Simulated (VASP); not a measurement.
The system is KLiF2.

```
Li K F
1.0
     1.62230    0.93664    5.64890
    -1.62230    0.93664    5.64890
     0.00000   -1.87328    5.64890
Li K F
1 1 2
Direct
  0.00000 0.00000 0.00000
  0.50000 0.50000 0.50000
  0.26895 0.26895 0.26895
  0.73105 0.73105 0.73105
```

Base run:

```yaml
Program: VASP 6.6.1
Functional: PBE
Potentials_or_basis: VASP PAW PBE potentials, release 64 (Li_sv, K_sv, F)
Cutoff: 520 eV
k_mesh: 10 × 10 × 10
Occupations: fermi-dirac, width 0.02 eV
Spin: no spin polarisation
```

Its results: band gap on the k mesh 6.68 eV; largest force 0.031 eV/Å.

Q: The run is repeated on the same cell with these changes: functional from PBE to r2SCAN; k mesh from 10 × 10 × 10 to 8 × 8 × 8. What comes out?

A: Band gap on the k mesh 7.47 eV; largest force 0.052 eV/Å.

Several settings changed at once.

Caveats: the PAW data sets were made with another functional, which shifts forces and pressure a little (at least some runs).

A k mesh can miss the band edges.
